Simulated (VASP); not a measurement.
# ZnO (P6_3/mmc) in VASP: a series of runs

The runs below take ZnO through single point, with PBE.

Program: VASP 6.6.1. These are calculated values, not measurements. Logs are shortened: lines on timing, memory, paths and dates and some standing lists are left out, and cuts for length are marked.

## 1. The cell of the first run

The structure is hexagonal, space group P6_3/mmc (No. 194). Conventional cell: a = 3.055 Å, b = 3.055 Å, c = 5.244 Å, α = 90.00°, β = 90.00°, γ = 120.00°. Zn (site symmetry -3m) has 6 O at 2.20 Å and 2 Zn at 2.62 Å within 2.9 Å. O (site symmetry -6m2) has 6 Zn at 2.20 Å within 2.9 Å.

## 2. Single point, PBE (volume changed by +3%)

INCAR

```
PREC     = Accurate       # precision mode
ENCUT    = 520            # plane-wave cutoff, eV
EDIFF    = 1E-6           # SCF threshold, eV
ISMEAR   = 0              # smearing method
SIGMA    = 0.01           # smearing width, eV
LREAL    = False          # projectors in reciprocal space
LASPH    = True           # aspherical terms in the spheres
NELM     = 80             # most SCF steps
ALGO     = Normal         # electronic algorithm
ISIF     = 2              # what is computed and relaxed
LWAVE    = False          # write WAVECAR
LCHARG   = True           # write CHGCAR
GGA      = PE             # functional
LELF     = True           # ELF
LVHAR    = True         
NBANDS   = 26             # bands
```

KPOINTS

```
Automatic mesh
0
Gamma
  9 9 4
```

POSCAR

```
ZnO
1.0
    3.0551439823      0.0000000000      0.0000000000
   -1.5275719911      2.6458323009      0.0000000000
    0.0000000000      0.0000000000      5.2435078999
Zn O
2 2
Direct
    0.0000000000      0.0000000000      0.0000000000
    0.0000000000      0.0000000000      0.5000000000
    0.3333333333      0.6666666667      0.2500000000
    0.6666666667      0.3333333333      0.7500000000
```

Potentials or basis: VASP PAW PBE potentials, release 64 (Zn, O).

Launch:

```bash
$ cat potpaw_PBE.64/Zn/POTCAR potpaw_PBE.64/O/POTCAR > POTCAR
$ mpirun -np 1 vasp_std > vasp.out
```

OUTCAR:

```text
PREC = Accurate
   ENCUT = 520
   EDIFF = 1E-6
   ISMEAR = 0
   LREAL = False
   LASPH = True
   NELM = 80
   ISIF = 2
   GGA = PE

 ion  position               nearest neighbor table
   1  0.000  0.000  0.000-   3 2.20   4 2.20   3 2.20   4 2.20   4 2.20   3 2.20   2 2.62   2 2.62

   2  0.000  0.000  0.500-   3 2.20   4 2.20   3 2.20   4 2.20   4 2.20   3 2.20   1 2.62   1 2.62

   3  0.333  0.667  0.250-   1 2.20   2 2.20   1 2.20   2 2.20   1 2.20   2 2.20
   4  0.667  0.333  0.750-   1 2.20   2 2.20   1 2.20   2 2.20   1 2.20   2 2.20

  LATTYP: Found a hexagonal cell.
 ALAT       =     3.0551439823
 C/A-ratio  =     1.7162883093

  Lattice vectors:

 A1 = (   3.0551439823,   0.0000000000,   0.0000000000)
 A2 = (  -1.5275719911,   2.6458323009,   0.0000000000)
 A3 = (   0.0000000000,   0.0000000000,   5.2435078999)

Analysis of symmetry for initial positions (statically):
=====================================================================
 Subroutine PRICEL returns:
 Original cell was already a primitive cell.

 Routine SETGRP: Setting up the symmetry group for a
 hexagonal supercell.

 Subroutine GETGRP returns: Found 24 space group operations
 (whereof 12 operations were pure point group operations)
 out of a pool of 24 trial point group operations.

The static configuration has the point symmetry D_3d.
 The point group associated with its full space group is D_6h.

Analysis of symmetry for dynamics (positions and initial velocities):
=====================================================================
 Subroutine PRICEL returns:
 Original cell was already a primitive cell.

 Routine SETGRP: Setting up the symmetry group for a
 hexagonal supercell.

 Subroutine GETGRP returns: Found 24 space group operations
 (whereof 12 operations were pure point group operations)
 out of a pool of 24 trial point group operations.

The dynamic configuration has the point symmetry D_3d.
 The point group associated with its full space group is D_6h.

 Subroutine INISYM returns: Found 24 space group operations
 (whereof 12 operations are pure point group operations),
 and found     1 'primitive' translations

----------------------------------------------------------------------------------------

                                     Primitive cell

  volume of cell :      42.3854

  direct lattice vectors                    reciprocal lattice vectors
     3.055143982  0.000000000  0.000000000     0.327316816  0.188976452  0.000000000
    -1.527571991  2.645832301  0.000000000     0.000000000  0.377952903  0.000000000
     0.000000000  0.000000000  5.243507900     0.000000000  0.000000000  0.190712023

  length of vectors
     3.055143982  3.055143982  5.243507900     0.377952903  0.377952903  0.190712023

  position of ions in fractional coordinates (direct lattice)
     0.000000000  0.000000000  0.000000000
     0.000000000  0.000000000  0.500000000
     0.333333333  0.666666667  0.250000000
     0.666666667  0.333333333  0.750000000

  ion indices of the primitive-cell ions
   primitive index   ion index
                 1           1
                 2           2
                 3           3
                 4           4

----------------------------------------------------------------------------------------

 KPOINTS: Automatic mesh

Automatic generation of k-mesh.
 Grid dimensions read from file:
 generate k-points for:    9    9    4

 Generating k-lattice:

  Cartesian coordinates                     Fractional coordinates (reciprocal lattice)
     0.036368535  0.020997384  0.000000000     0.111111111  0.000000000  0.000000000
     0.000000000  0.041994767  0.000000000     0.000000000  0.111111111  0.000000000
     0.000000000  0.000000000  0.047678006     0.000000000  0.000000000  0.250000000

  Length of vectors
     0.041994767  0.041994767  0.047678006

  Shift w.r.t. Gamma in fractional coordinates (k-lattice)
     0.000000000  0.000000000  0.000000000

 Subroutine IBZKPT returns following result:
 ===========================================

 Found     36 irreducible k-points:

 Following reciprocal coordinates:
            Coordinates               Weight
  0.000000  0.000000  0.000000      1.000000
  0.111111 -0.000000  0.000000      6.000000
  0.222222  0.000000  0.000000      6.000000
  0.333333  0.000000  0.000000      6.000000
  0.444444  0.000000  0.000000      6.000000
  0.111111  0.111111  0.000000      6.000000
[... 16 lines left out ...]
  0.333333  0.222222  0.250000     24.000000
  0.333333  0.333333  0.250000      4.000000
 [... further k-points ...]
   k-points           NKPTS =     36   k-points in BZ     NKDIM =     36   number of bands    NBANDS=     26
   number of dos      NEDOS =    301   number of ions     NIONS =      4
   total plane-waves  NPLWV =  23040
   dimension x,y,z NGX =    24 NGY =   24 NGZ =   40
   dimension x,y,z NGXF=    48 NGYF=   48 NGZF=   80
   ions per type =               2   2
   NGX,Y,Z   is equivalent  to a cutoff of  13.06, 13.06, 12.68 a.u.
   NGXF,Y,Z  is equivalent  to a cutoff of  26.12, 26.12, 25.36 a.u.
 SYSTEM =  unknown system
   PREC   = accura    normal or accurate (medium, high low for compatibility)
   ISTART =      0    job   : 0-new  1-cont  2-samecut
   ICHARG =      2    charge: 1-file 2-atom 10-const
   ISPIN  =      1    spin polarized calculation?
   LNONCOLLINEAR =      F non collinear calculations
   LSORBIT =      F    spin-orbit coupling
   LASPH  =      T    aspherical Exc in radial PAW
   ENCUT  =  520.0 eV  38.22 Ry    6.18 a.u.   5.68  5.68  9.75*2*pi/ulx,y,z
   NELM   =     80;   NELMIN=  2; NELMDL= -5     # of ELM steps
   EDIFF  = 0.1E-05   stopping-criterion for ELM
   LREAL  =      F    real-space projection
   EDIFFG = 0.1E-04   stopping-criterion for IOM
   NSW    =      0    number of steps for IOM
   IBRION =     -1    ionic relax: 0-MD 1-quasi-New 2-CG
   NFREE  =      0    steps in history (QN), initial steepest desc. (CG)
   ISIF   =      2    stress and relaxation
   ISYM   =      2    0-nonsym 1-usesym 2-fastsym
   POTIM  = 0.5000    time-step for ionic-motion
   TEBEG  =    0.0;   TEEND  =   0.0 temperature during run
   PSTRESS=    0.0 pullay stress
   NELECT =      36.0000    total number of electrons
   NUPDOWN=      -1.0000    fix difference up-down
   EMIN   =  10.00;   EMAX   =-10.00  energy-range for DOS
   EFERMI =   0.00;   METHOD = LEGACY
   ISMEAR =     0;   SIGMA  =   0.01  broadening in eV -4-tet -1-fermi 0-gaus
   EFERMI_NEDOS =   21; number of points for ismear=-14 and -15
   IALGO  =     38    algorithm
   IMIX   =      4    mixing-type and parameters
     AMIX     =   0.40;   BMIX     =  1.00
     AMIX_MAG =   1.60;   BMIX_MAG =  1.00
  volume/ion in A,a.u.               =      10.60        71.51
  Fermi-wavevector in a.u.,A,eV,Ry     =   1.550376  2.929786 32.703856  2.403666
  Thomas-Fermi vector in A             =   2.655048
   LORBIT       =      0    0 simple, 1 ext, 2 COOP (PROOUT), +10 PAW based schemes
   GGA     = PE    functional components
   LHFCALC =     F    Hartree Fock is set to
   AEXX    =    0.0000 exact exchange contribution
   IVDW    =     0    specifies the selected vdW correction
   LEPSILON=     F    determine dielectric tensor
   LRPA    =     F    only Hartree local field effects (RPA)
 non-spin polarized calculation
 Gauss-broadening in eV      SIGMA  =   0.01
  energy-cutoff  :      520.00
  volume of cell :       42.39
 maximum number of plane-waves:      1184
 NGX is ok and might be reduce to    24
   NGX = 11   NGY = 11   NGZ = 19

 number of electron      36.0000023 magnetization

 Free energy of the ion-electron system (eV)
  ---------------------------------------------------
  ext. energy  EPLUGINS =         0.00000000
  ---------------------------------------------------
  free energy    TOTEN  =       -16.94390205 eV

  energy without entropy =      -16.94390205  energy(sigma->0) =      -16.94390205

 E-fermi :   2.0699     XC(G=0): -11.8277

 val. band max:        1.9588519795   @ k =   0.0000   0.0000   0.0000
 cond. band min:       2.3415178366   @ k =   0.0000   0.0000   0.0000
 fundamental gap:      0.3826658571
 Fermi energy:         2.0699478054

 k-point     1 :       0.0000    0.0000    0.0000
  band No.  band energies     occupation
      1     -15.9791      2.00000
      2     -14.9283      2.00000
      3      -4.9047      2.00000
      4      -3.6231      2.00000
      5      -3.6231      2.00000
      6      -3.5198      2.00000
[... 18 lines left out ...]
     25      19.2469      0.00000
     26      19.2787      0.00000

 k-point     2 :       0.1111   -0.0000    0.0000
  band No.  band energies     occupation
      1     -15.8702      2.00000
      2     -14.8910      2.00000
      3      -4.7106      2.00000
      4      -3.5987      2.00000
      5      -3.5926      2.00000
      6      -3.5237      2.00000
[... 18 lines left out ...]
     25      17.6641      0.00000
     26      18.0510      0.00000

 k-point     3 :       0.2222    0.0000    0.0000
  band No.  band energies     occupation
      1     -15.5754      2.00000
      2     -14.7982      2.00000
      3      -4.1996      2.00000
      4      -3.6568      2.00000
      5      -3.5782      2.00000
      6      -3.4919      2.00000
[... 18 lines left out ...]
     25      16.1451      0.00000
     26      16.3886      0.00000

 k-point     4 :       0.3333    0.0000    0.0000
  band No.  band energies     occupation
      1     -15.1916      2.00000
      2     -14.7057      2.00000
      3      -4.2465      2.00000
      4      -3.8187      2.00000
      5      -3.6273      2.00000
      6      -3.4166      2.00000
[... 18 lines left out ...]
     25      15.1416      0.00000
     26      16.5476      0.00000
[... 496 lines left out ...]
      1     -14.9646      2.00000
      2     -14.7132      2.00000
      3      -4.1880      2.00000
      4      -3.7116      2.00000
      5      -3.5585      2.00000
      6      -3.4930      2.00000
[... 18 lines left out ...]
     25      13.1280      0.00000
     26      18.0517      0.00000

 k-point    23 :       0.3333    0.2222    0.2500
  band No.  band energies     occupation
      1     -14.7493      2.00000
      2     -14.6620      2.00000
      3      -4.3141      2.00000
      4      -3.8054      2.00000
      5      -3.6151      2.00000
      6      -3.5556      2.00000
[... 18 lines left out ...]
     25      12.9690      0.00000
     26      17.7820      0.00000

 k-point    24 :       0.3333    0.3333    0.2500
  band No.  band energies     occupation
      1     -14.6593      2.00000
      2     -14.6593      2.00000
      3      -4.0925      2.00000
      4      -3.8642      2.00000
      5      -3.8642      2.00000
      6      -3.4279      2.00000
[... 18 lines left out ...]
     25      12.9203      0.00000
     26      18.2893      0.00000

 [... further k-points ...]
[... 5 lines left out ...]
  --------------------------------------------------------------------------------------
  -------------------------------------------------------------------------------------
  Total       -0.9260791     -0.9260791     -1.0714663     -0.0000000     -0.0000000      0.0000000
  in kB      -35.0060217    -35.0060217    -40.5016912     -0.0000000     -0.0000000      0.0000000
  external PRESSURE =     -36.8379116 kB  Pullay stress =       0.0000000 kB

 VOLUME and BASIS-vectors are now :
 -----------------------------------------------------------------------------
  energy-cutoff  :      520.00
  volume of cell :       42.39
      direct lattice vectors                 reciprocal lattice vectors
     3.055143982  0.000000000  0.000000000     0.327316816  0.188976452  0.000000000
    -1.527571991  2.645832301  0.000000000     0.000000000  0.377952903  0.000000000
     0.000000000  0.000000000  5.243507900     0.000000000  0.000000000  0.190712023

 POSITION                                       TOTAL-FORCE (eV/Angst)
 -----------------------------------------------------------------------------------
      0.00000      0.00000      0.00000         0.000000      0.000000      0.000000
      0.00000      0.00000      2.62175         0.000000      0.000000      0.000000
     -0.00000      1.76389      1.31088        -0.000000      0.000000     -0.000000
      1.52757      0.88194      3.93263        -0.000000     -0.000000      0.000000
 -----------------------------------------------------------------------------------
    total drift:                               -0.000000      0.000000     -0.000000

  FREE ENERGIE OF THE ION-ELECTRON SYSTEM (eV)
  ---------------------------------------------------
  free  energy   TOTEN  =       -16.9439020511 eV

  energy  without entropy=      -16.9439020511  energy(sigma->0) =      -16.94390205
```

Wall time 21 s (1 thread of AMD EPYC 9R45 (Zen 5), shared host); peak memory 0.14 GiB.

Results:

```
Free energy            : -16.9439 eV
Pressure               : -3.7 GPa
Band gap on the k mesh : 0.38 eV, direct
```

(Continued in part 2 of 2.)
